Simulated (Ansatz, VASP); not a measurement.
Mg: VASP beside Ansatz

```
Mg
1.0
     3.18773    0.00000    0.00000
    -1.59387    2.76066    0.00000
     0.00000    0.00000    5.17536
Mg
2
Direct
  0.33333 0.66667 0.25000
  0.66667 0.33333 0.75000
```

Change from the starting cell: volume scaled by 0.98.

Alike in both runs: task single point; functional PBE; k mesh 12 × 12 × 7; occupations fermi-dirac, width 0.05 eV; no spin polarisation.

|  | VASP | Ansatz |
| --- | --- | --- |
| version | VASP 6.6.1 | Ansatz 0.2.0 |
| potentials or method | VASP PAW PBE potentials, release 64 (Mg), cutoff 520 eV | all-electron LAPW, scalar-relativistic |

```tsv
	VASP	Ansatz	Ansatz less VASP
pressure (GPa)	0.1	0.2	+0.11
traceless stress, the component that is largest in VASP (GPa)	-0.59	-0.59	+0.002
```

Ansatz ran all-electron here, and VASP with PAW potentials.
